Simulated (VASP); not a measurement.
Wanted: the native input for a VASP 6.6.1 run.

* Task: relaxation of cell and atoms
* Functional: PBE
* Potentials or basis: VASP PAW PBE potentials, release 64 (P)
* Cutoff: 600 eV
* k mesh: 6 × 6 × 4
* Occupations: gaussian, width 0.1 eV
* Spin: no spin polarisation
* Dipole correction: no
* Further INCAR settings: ALGO = Normal; EDIFF = 1e-06; IBRION = 2; EDIFFG = -0.04; NSW = 90; ISIF = 3

The structure of P lies in POSCAR:

```
P
1.0
    4.8131764400      0.0000000000      0.0000000000
   -2.4065882200      4.1683330700      0.0000000000
    0.0000000000      0.0000000000      6.5543989100
P
6
Direct
    0.2982654200      0.0000000000      0.5000000000
    0.0000000000      0.2982654200      0.8333333300
    0.7017345800      0.7017345800      0.1666666700
    0.7017345800      0.0000000000      0.5000000000
    0.0000000000      0.7017345800      0.8333333300
    0.2982654200      0.2982654200      0.1666666700
```

These files were run (other wordings do the same):

INCAR

```
PREC     = Accurate       # precision mode
ENCUT    = 600            # plane-wave cutoff, eV
EDIFF    = 1E-6           # SCF threshold, eV
ISMEAR   = 0              # smearing method
SIGMA    = 0.1            # smearing width, eV
LREAL    = F              # projectors in reciprocal space
LASPH    = T              # aspherical terms in the spheres
NELM     = 60             # most SCF steps
ALGO     = Normal         # electronic algorithm
ISIF     = 3              # what is computed and relaxed
LWAVE    = F              # write WAVECAR
LCHARG   = F              # write CHGCAR
GGA      = PE             # functional
IBRION   = 2              # ionic algorithm
NSW      = 90             # ionic steps
EDIFFG   = -0.04          # ionic threshold
```

KPOINTS

```
Automatic mesh
0
Gamma
  6 6 4
```

Potentials or basis: VASP PAW PBE potentials, release 64 (P).

Run with:

```sh
$ cat potpaw_PBE.64/P/POTCAR > POTCAR
$ mpirun -np 1 vasp_std > vasp.out
```

It gave:

- Relaxed volume: 20.13 Å³/atom
- Relaxed cell: a = 5.139 Å, b = 5.139 Å, c = 5.280 Å, α = 90.00°, β = 90.00°, γ = 120.00°
- Space group after relaxing (to 0.05 Å): P6_422 (No. 181)
- Energy gained by relaxing: 175.3 meV/atom
- Ionic steps: 18
- Pressure after relaxing: 0.1 GPa
- Largest force after relaxing: 0.025 eV/Å
- Band gap on the k mesh: zero (band 15 reaches 5.74 eV, above the bottom of band 16 at 4.49 eV)

Run time: 6 min on 1 thread of AMD EPYC 9R45 96-Core Processor (Zen 5), with other jobs on the host, peak memory 0.27 GiB.
